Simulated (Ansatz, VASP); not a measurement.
Fe: VASP beside Ansatz

Contents of POSCAR:

```
Fe
1.0
   -1.4341180426      1.4341180426      1.4341180426
    1.4341180426     -1.4341180426      1.4341180426
    1.4341180426      1.4341180426     -1.4341180426
Fe
1
Direct
    0.0000000000      0.0000000000      0.0000000000
```

The input INCAR.step1:

```
  ALGO = Normal
  EDIFF = 1E-4
  ENCUT = 520
  GGA = PE
  ISMEAR = 0
  ISPIN = 2
  LASPH = T
  LCHARG = F
  LMAXMIX = 4
  LREAL = F
  LWAVE = T
  MAGMOM = 3.1
  NBANDS = 14
  NELM = 150
  PREC = Accurate
  SIGMA = 0.05
```

File INCAR.step2:

```
  ALGO = Normal
  EDIFF = 1E-7
  ENCUT = 520
  ISIF = 2
  ISMEAR = 0
  ISPIN = 2
  ISTART = 1
  LASPH = T
  LCHARG = F
  LMAXMIX = 4
  LMIXTAU = T
  LORBIT = 11
  LREAL = F
  LWAVE = F
  MAGMOM = 3.1
  METAGGA = R2SCAN
  NBANDS = 14
  NELM = 150
  PREC = Accurate
  SIGMA = 0.05
```

Contents of KPOINTS:

```
k-points
0
Gamma
  22 22 22
```

Input for Ansatz:

```yaml
crystal:
  lattice:
    - [-1.4341180426, 1.4341180426, 1.4341180426]
    - [1.4341180426, -1.4341180426, 1.4341180426]
    - [1.4341180426, 1.4341180426, -1.4341180426]
  atoms:
    - { symbol: Fe, position: [0.0, 0.0, 0.0], spin: 3.1 }
basis:
  ecutwfc: 500
  ecutrho_ratio: 4
kpoints:
  mp_grid: { grid: [22, 22, 22] }
hamiltonian:
  xc: r2scan
scf:
  occupations: { method: gaussian, width: 0.05 }
output:
  forces: true
  stress: true
  eigenvalues: true
  populations: true
magnetization:
  spin_polarized: true
```

Alike in both runs: task single point; functional r2SCAN; k mesh 22 × 22 × 22; occupations gaussian, width 0.05 eV; collinear spin.

```csv
,VASP,Ansatz
version,VASP 6.6.1,Ansatz 0.2.0
potentials or method,"VASP PAW PBE potentials, release 64 (Fe), cutoff 520 eV","scalar-relativistic, plane waves, PAW"
valence electrons in the cell,8,16
```

```tsv
	VASP	Ansatz	Ansatz less VASP
gap on the k mesh at the Fermi level (eV)	none	none	-
pressure (GPa)	-0.3	0.0	+0.33
net moment per atom (μB)	2.66	2.66	+0.001
size of the moment on the site where the two differ most (μB)	2.73	2.82	+0.086
```

VASP's potentials were made for PBE, not for r2SCAN. Site moments also hang on the region over which each program counts them. A gap of «none» marks a metal or a gap that the smearing closes. VASP's potentials hold 8 valence electrons a cell and Ansatz's 16, so a difference there can come from the potentials and not from the codes. Ansatz's warnings: stability check not made.
